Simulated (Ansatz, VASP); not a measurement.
**Two plane-wave programs on Sc2Ta**

```
CELL_PARAMETERS angstrom
-3.48984 3.48984 2.82584
3.48984 -3.48984 2.82584
3.48984 3.48984 -2.82584
ATOMIC_POSITIONS crystal
Sc 0.66636 0.16636 0.83271
Sc 0.16636 0.33364 0.50000
Sc 0.83364 0.66636 0.50000
Sc 0.33364 0.83364 0.16729
Ta 0.25000 0.25000 0.00000
Ta 0.75000 0.75000 0.00000
```

Change from the starting cell: species swapped into the Ta2Ni type (I4/mcm, No. 140).

Alike in both runs: functional PBE; k mesh 8 × 8 × 8; occupations gaussian, width 0.1 eV; no spin polarisation.

Ansatz relaxed the structure, and its values are those at the end. VASP's run is a single point on that final structure, the one shown.

```csv
,VASP,Ansatz
version,VASP 6.6.1,Ansatz 0.2.0
potentials or method,"VASP PAW PBE potentials, release 64 (Sc_sv, Ta_pv), cutoff 520 eV","scalar-relativistic, plane waves, PAW"
valence electrons in the cell,66,70
```

|  | VASP | Ansatz | Ansatz less VASP |
| --- | --- | --- | --- |
| gap on the k mesh at the Fermi level (eV) | none | none | - |
| pressure (GPa) | 0.0 | 0.0 | -0.07 |

A gap of «none» marks a metal or a gap that the smearing closes. The functional is the same, so the differences come from potentials, cutoffs and numerics. VASP's potentials hold 66 valence electrons a cell and Ansatz's 70, so a difference there can come from the potentials and not from the codes.

Neither program's run includes spin-orbit coupling.
